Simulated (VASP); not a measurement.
# Ga7BAs8 (P1) in VASP: single point with PBEsol

Aim: the single point of Ga7BAs8 with PBEsol.

Everything below comes from runs of VASP 6.6.1. Logs are shortened: lines on timing, memory, paths and dates and some standing lists are left out, and cuts for length are marked.

## Step 1: The cell of the first run

The typed cell holds 64 atoms: a = 11.094 Å, b = 11.094 Å, c = 11.094 Å, α = 90.00°, β = 90.00°, γ = 90.00°.

## Step 2: Single point, PBEsol

Contents of INCAR:

```
SYSTEM = Ga7BAs8
ALGO     = Normal         ! electronic algorithm
EDIFF    = 1E-6           ! SCF threshold, eV
ENCUT    = 560            ! plane-wave cutoff, eV
GGA      = PS             ! functional
GGA_COMPAT= .False.      
ISIF     = 2              ! what is computed and relaxed
ISMEAR   = -1             ! smearing method
ISYM     = -1           
LASPH    = .True.         ! aspherical terms in the spheres
LCHARG   = .True.         ! write CHGCAR
LELF     = .True.         ! ELF
LREAL    = Auto         
LVHAR    = .True.       
LWAVE    = .False.        ! write WAVECAR
NBANDS   = 306            ! bands
NELM     = 120            ! most SCF steps
PREC     = Accurate       ! precision mode
SIGMA    = 0.05           ! smearing width, eV
```

Contents of KPOINTS:

```
explicit points
1
Reciprocal
  0.25000000   0.25000000   0.25000000 1
```

Contents of POSCAR:

```
Ga7BAs8
1.0
   11.0939702061      0.0000000000      0.0000000000
    0.0000000000     11.0939702061      0.0000000000
    0.0000000000      0.0000000000     11.0939702061
Ga B As
28 4 32
Direct
    0.0060450000      0.0057750000      0.0011130000
    0.0008380000      0.0005910000      0.5008470000
    0.0050440000      0.4945500000      0.0013730000
    0.9996100000      0.5002280000      0.4976830000
    0.4948190000      0.0047540000      0.0013760000
    0.5004920000      0.9993320000      0.4976780000
    0.5008350000      0.5005580000      0.5010230000
    0.2486020000      0.2483590000      0.4989320000
    0.2499180000      0.7508130000      0.5008810000
    0.7510600000      0.2496860000      0.5008910000
    0.7432600000      0.7429930000      0.9990840000
    0.7509720000      0.7507300000      0.4986580000
    0.2512060000      0.9994600000      0.2383270000
    0.2517600000      0.9987800000      0.7606730000
    0.2548590000      0.4999760000      0.2377730000
    0.2545530000      0.4993560000      0.7604090000
    0.7517780000      0.0050110000      0.2441320000
    0.7508370000      0.0058210000      0.7556510000
    0.7439570000      0.4947730000      0.2402660000
    0.7462370000      0.4965300000      0.7589540000
    0.9997180000      0.2509500000      0.2383350000
    0.9990510000      0.2514800000      0.7606960000
    0.0052570000      0.7514940000      0.2441550000
    0.0060840000      0.7505580000      0.7556810000
    0.5002290000      0.2545670000      0.2377670000
    0.4996090000      0.2542730000      0.7604370000
    0.4950620000      0.7436640000      0.2402750000
    0.4967810000      0.7459530000      0.7589870000
    0.4925520000      0.4922220000      0.9994490000
    0.2549430000      0.2546760000      0.9968570000
    0.2554010000      0.7413150000      0.0002580000
    0.7415660000      0.2551470000      0.0002370000
    0.1442300000      0.1439730000      0.1102040000
    0.1230840000      0.1228240000      0.6319080000
    0.1389090000      0.6366950000      0.1116830000
    0.1267750000      0.6219480000      0.6282850000
    0.6369570000      0.1386490000      0.1116670000
    0.6222030000      0.1265140000      0.6282890000
    0.6048990000      0.6046160000      0.1088180000
    0.6246970000      0.6244410000      0.6290660000
    0.3740530000      0.3737540000      0.0989760000
    0.3759630000      0.3756790000      0.6274240000
    0.3622830000      0.8595460000      0.1088210000
    0.3760850000      0.8754430000      0.6290690000
    0.8598320000      0.3619930000      0.1087990000
    0.8757260000      0.3758050000      0.6290710000
    0.8746670000      0.8743850000      0.1211860000
    0.8772320000      0.8769510000      0.6303980000
    0.3767370000      0.1245100000      0.3670240000
    0.3625350000      0.1402900000      0.8890330000
    0.3741860000      0.6229770000      0.3740570000
    0.3776900000      0.6210560000      0.8992820000
    0.8785650000      0.1259730000      0.3722950000
    0.8587760000      0.1421070000      0.8910360000
    0.8740790000      0.6229330000      0.3656940000
    0.8782630000      0.6223170000      0.8763550000
    0.1247760000      0.3764750000      0.3670080000
    0.1405820000      0.3622850000      0.8890110000
    0.1262180000      0.8783170000      0.3722820000
    0.1423800000      0.8585310000      0.8910300000
    0.6232240000      0.3739120000      0.3740380000
    0.6213130000      0.3774620000      0.8992530000
    0.6232140000      0.8738330000      0.3656680000
    0.6225990000      0.8780050000      0.8763450000
```

Potentials or basis: VASP PAW PBE potentials, release 64 (Ga_d, B, As).

Command:

```bash
> cat potpaw_PBE.64/Ga_d/POTCAR potpaw_PBE.64/B/POTCAR potpaw_PBE.64/As/POTCAR > POTCAR
> mpirun -np 1 vasp_std > vasp.out
```

OUTCAR:

```text
SYSTEM = Ga7BAs8
   EDIFF = 1E-6
   ENCUT = 560
   GGA = PS
   ISIF = 2
   ISMEAR = -1
   ISYM = -1
   LASPH = .True.
   LREAL = Auto
   NELM = 120
   PREC = Accurate

 ion  position               nearest neighbor table
   1  0.006  0.006  0.001-  47 2.45  33 2.48  60 2.54  54 2.54
   2  0.001  0.001  0.501-  34 2.41  53 2.41  59 2.41  48 2.41
   3  0.005  0.495  0.001-  56 2.43  58 2.44  45 2.49  35 2.49
   4  1.000  0.500  0.498-  36 2.43  57 2.43  46 2.43  55 2.44
   5  0.495  0.005  0.001-  64 2.43  50 2.44  43 2.49  37 2.49
   6  0.500  0.999  0.498-  38 2.43  49 2.43  44 2.43  63 2.44
[... 56 lines left out ...]
  63  0.623  0.874  0.366-   6 2.44  17 2.44  27 2.46  12 2.46
  64  0.623  0.878  0.876-  28 2.41  18 2.41  11 2.43   5 2.43

IMPORTANT INFORMATION: All symmetrisations will be switched off!
NOSYMM: (Re-)initialisation of all symmetry stuff for point group C_1.

----------------------------------------------------------------------------------------

                                     Primitive cell

  volume of cell :    1365.4034

  direct lattice vectors                    reciprocal lattice vectors
    11.093970206  0.000000000  0.000000000     0.090139056  0.000000000  0.000000000
     0.000000000 11.093970206  0.000000000     0.000000000  0.090139056  0.000000000
     0.000000000  0.000000000 11.093970206     0.000000000  0.000000000  0.090139056

  length of vectors
    11.093970206 11.093970206 11.093970206     0.090139056  0.090139056  0.090139056

  position of ions in fractional coordinates (direct lattice)
     0.006045000  0.005775000  0.001113000
     0.000838000  0.000591000  0.500847000
     0.005044000  0.494550000  0.001373000
     0.999610000  0.500228000  0.497683000
     0.494819000  0.004754000  0.001376000
     0.500492000  0.999332000  0.497678000
[... 56 lines left out ...]
     0.623214000  0.873833000  0.365668000
     0.622599000  0.878005000  0.876345000

  ion indices of the primitive-cell ions
   primitive index   ion index
                 1           1
                 2           2
                 3           3
                 4           4
                 5           5
                 6           6
[... 56 lines left out ...]
                63          63
                64          64

----------------------------------------------------------------------------------------

 KPOINTS: explicit points

Read explicit list of k-points.

 Found      1 k-points:

 Following reciprocal coordinates:
            Coordinates               Weight
  0.250000  0.250000  0.250000      1.000000
   k-points           NKPTS =      1   k-points in BZ     NKDIM =      1   number of bands    NBANDS=    306
   number of dos      NEDOS =    301   number of ions     NIONS =     64
   total plane-waves  NPLWV = 729000
   dimension x,y,z NGX =    90 NGY =   90 NGZ =   90
   dimension x,y,z NGXF=   180 NGYF=  180 NGZF=  180
   ions per type =              28   4  32
   NGX,Y,Z   is equivalent  to a cutoff of  13.49, 13.49, 13.49 a.u.
   NGXF,Y,Z  is equivalent  to a cutoff of  26.97, 26.97, 26.97 a.u.
 SYSTEM =  Ga7BAs8
   PREC   = accura    normal or accurate (medium, high low for compatibility)
   ISTART =      0    job   : 0-new  1-cont  2-samecut
   ICHARG =      2    charge: 1-file 2-atom 10-const
   ISPIN  =      1    spin polarized calculation?
   LNONCOLLINEAR =      F non collinear calculations
   LSORBIT =      F    spin-orbit coupling
   LASPH  =      T    aspherical Exc in radial PAW
   ENCUT  =  560.0 eV  41.16 Ry    6.42 a.u.  21.41 21.41 21.41*2*pi/ulx,y,z
   NELM   =    120;   NELMIN=  2; NELMDL= -5     # of ELM steps
   EDIFF  = 0.1E-05   stopping-criterion for ELM
   LREAL  =      T    real-space projection
   EDIFFG = 0.1E-04   stopping-criterion for IOM
   NSW    =      0    number of steps for IOM
   IBRION =     -1    ionic relax: 0-MD 1-quasi-New 2-CG
   NFREE  =      0    steps in history (QN), initial steepest desc. (CG)
   ISIF   =      2    stress and relaxation
   ISYM   =     -1    0-nonsym 1-usesym 2-fastsym
   POTIM  = 0.5000    time-step for ionic-motion
   TEBEG  =    0.0;   TEEND  =   0.0 temperature during run
   PSTRESS=    0.0 pullay stress
   NELECT =     536.0000    total number of electrons
   NUPDOWN=      -1.0000    fix difference up-down
   EMIN   =  10.00;   EMAX   =-10.00  energy-range for DOS
   EFERMI =   0.00;   METHOD = LEGACY
   ISMEAR =    -1;   SIGMA  =   0.05  broadening in eV -4-tet -1-fermi 0-gaus
   EFERMI_NEDOS =   21; number of points for ismear=-14 and -15
   IALGO  =     38    algorithm
   IMIX   =      4    mixing-type and parameters
     AMIX     =   0.40;   BMIX     =  1.00
     AMIX_MAG =   1.60;   BMIX_MAG =  1.00
  volume/ion in A,a.u.               =      21.33       143.97
  Fermi-wavevector in a.u.,A,eV,Ry     =   1.198697  2.265209 19.549866  1.436875
  Thomas-Fermi vector in A             =   2.334579
   LORBIT       =      0    0 simple, 1 ext, 2 COOP (PROOUT), +10 PAW based schemes
   GGA     = PS    functional components
   LHFCALC =     F    Hartree Fock is set to
   AEXX    =    0.0000 exact exchange contribution
   IVDW    =     0    specifies the selected vdW correction
   LEPSILON=     F    determine dielectric tensor
   LRPA    =     F    only Hartree local field effects (RPA)
 non-spin polarized calculation
  energy-cutoff  :      560.00
  volume of cell :     1365.40
 maximum number of plane-waves:     41140
 NGX is ok and might be reduce to    90
   NGX = 43   NGY = 43   NGZ = 43

 number of electron     535.9999776 magnetization

 Free energy of the ion-electron system (eV)
  ---------------------------------------------------
  ext. energy  EPLUGINS =         0.00000000
  ---------------------------------------------------
  free energy    TOTEN  =      -299.74435965 eV

  energy without entropy =     -299.74429566  energy(sigma->0) =     -299.74432766

 E-fermi :   4.4329     XC(G=0):  -9.8995

 val. band max:        3.8818673720   @ k =   0.2500   0.2500   0.2500
 cond. band min:       4.9588794734   @ k =   0.2500   0.2500   0.2500
 fundamental gap:      1.0770121014
 Fermi energy:         4.4328597542

 k-point     1 :       0.2500    0.2500    0.2500
  band No.  band energies     occupation
      1     -10.9032      2.00000
      2     -10.8764      2.00000
      3     -10.8695      2.00000
      4     -10.8636      2.00000
      5     -10.8602      2.00000
      6     -10.8573      2.00000
[... 272 lines left out ...]
    279       6.1597      0.00000
    280       6.2511      0.00000
 [bands above 280 left out]

------------------------ aborting loop because EDIFF is reached ----------------------------------------

  FORCE on cell =-STRESS in cart. coord.  units (eV):
  Direction    XX          YY          ZZ          XY          YZ          ZX
  --------------------------------------------------------------------------------------
  -------------------------------------------------------------------------------------
  Total        0.7346880      0.7371002      3.2375896     -7.1139147     -7.0146924     -7.0441758
  in kB        0.8620899      0.8649204      3.7990184     -8.3475350     -8.2311067     -8.2657028
  external PRESSURE =       1.8420095 kB  Pullay stress =       0.0000000 kB

 VOLUME and BASIS-vectors are now :
 -----------------------------------------------------------------------------
  energy-cutoff  :      560.00
  volume of cell :     1365.40
      direct lattice vectors                 reciprocal lattice vectors
    11.093970206  0.000000000  0.000000000     0.090139056  0.000000000  0.000000000
     0.000000000 11.093970206  0.000000000     0.000000000  0.090139056  0.000000000
     0.000000000  0.000000000 11.093970206     0.000000000  0.000000000  0.090139056

 POSITION                                       TOTAL-FORCE (eV/Angst)
 -----------------------------------------------------------------------------------
      0.06706      0.06407      0.01235         0.003300      0.003771      0.003556
      0.00930      0.00656      5.55638        -0.000585     -0.001096      0.001802
      0.05596      5.48652      0.01523        -0.000049      0.001576      0.005469
     11.08964      5.54951      5.52128        -0.000102      0.001039      0.003635
      5.48951      0.05274      0.01527         0.001943      0.000488      0.004974
      5.55244     11.08656      5.52122         0.001341      0.000199      0.003520
[... 56 lines left out ...]
      6.91392      9.69428      4.05671         0.011461      0.008814     -0.009806
      6.90709      9.74056      9.72215        -0.007483     -0.005594      0.002824
 -----------------------------------------------------------------------------------
    total drift:                                0.000779     -0.016486      0.017258

  FREE ENERGIE OF THE ION-ELECTRON SYSTEM (eV)
  ---------------------------------------------------
  free  energy   TOTEN  =      -299.7443596532 eV

  energy  without entropy=     -299.7442956613  energy(sigma->0) =     -299.74432766
```

Run time: 27 min. Hardware: 1 thread of Intel Xeon Platinum 8259CL at 2.50GHz (Skylake/Cascade Lake), shared host; peak memory 1.5 GiB.

What came out:

| Property | Result |
| --- | --- |
| Free energy | -299.7444 eV |
| Pressure | 0.2 GPa |
| Largest force | 0.033 eV/Å |
| Band gap on the k mesh | 1.08 eV |

Forces on the atoms (eV/Å):
```
Ga   0.003  0.004  0.004
Ga  -0.001 -0.001  0.002
Ga   0.000  0.002  0.005
Ga   0.000  0.001  0.004
Ga   0.002  0.000  0.005
Ga   0.001  0.000  0.004
Ga   0.000  0.000 -0.001
Ga   0.004  0.003 -0.004
Ga  -0.001  0.004  0.000
Ga   0.003 -0.003  0.000
Ga  -0.002 -0.001  0.002
Ga   0.000 -0.001 -0.002
Ga  -0.003 -0.001 -0.001
Ga  -0.002  0.001  0.002
Ga   0.003  0.004 -0.002
Ga   0.000  0.003  0.002
Ga  -0.002  0.001 -0.002
Ga   0.004  0.003  0.000
Ga  -0.002 -0.002 -0.005
Ga   0.000 -0.003  0.000
Ga  -0.001 -0.004 -0.002
Ga   0.000 -0.001  0.003
Ga   0.001 -0.002 -0.001
Ga   0.003  0.004  0.000
Ga   0.005  0.002  0.000
Ga   0.004 -0.001  0.002
Ga  -0.003 -0.001 -0.005
Ga  -0.003  0.001 -0.001
B   -0.002  0.004 -0.004
B   -0.004 -0.003  0.025
B    0.006  0.002 -0.011
B    0.002  0.006 -0.011
As  -0.009 -0.019 -0.013
As  -0.007 -0.013  0.008
As  -0.016 -0.007  0.013
As   0.004  0.002 -0.003
As  -0.020 -0.016  0.012
As  -0.002 -0.003  0.002
As   0.019  0.025  0.012
As   0.001  0.004  0.008
As  -0.003 -0.001  0.015
As  -0.008 -0.003 -0.005
As   0.016  0.016  0.005
As  -0.003  0.002  0.012
As   0.016  0.017  0.007
As  -0.005 -0.002  0.009
As   0.008  0.004  0.002
As  -0.002 -0.008  0.015
As  -0.009 -0.017  0.000
As   0.020 -0.014 -0.013
As   0.007  0.000  0.008
As   0.006 -0.008 -0.029
As  -0.002  0.006  0.002
As   0.004 -0.008 -0.014
As   0.010  0.011 -0.005
As   0.003 -0.010  0.008
As  -0.011 -0.010  0.000
As  -0.016  0.012 -0.019
As   0.004  0.006  0.002
As  -0.010  0.006 -0.018
As   0.001  0.002  0.007
As  -0.011  0.000 -0.029
As   0.011  0.009 -0.010
As  -0.007 -0.006  0.003
```

Stress tensor (GPa, compression positive):
```
 0.09 -0.83 -0.83
-0.83  0.09 -0.82
-0.83 -0.82  0.38
```

Caveat: the PAW data sets were made with another functional, which shifts forces and pressure a little; a shifted mesh leaves out Γ, where band edges can lie. A k mesh can miss the band edges.
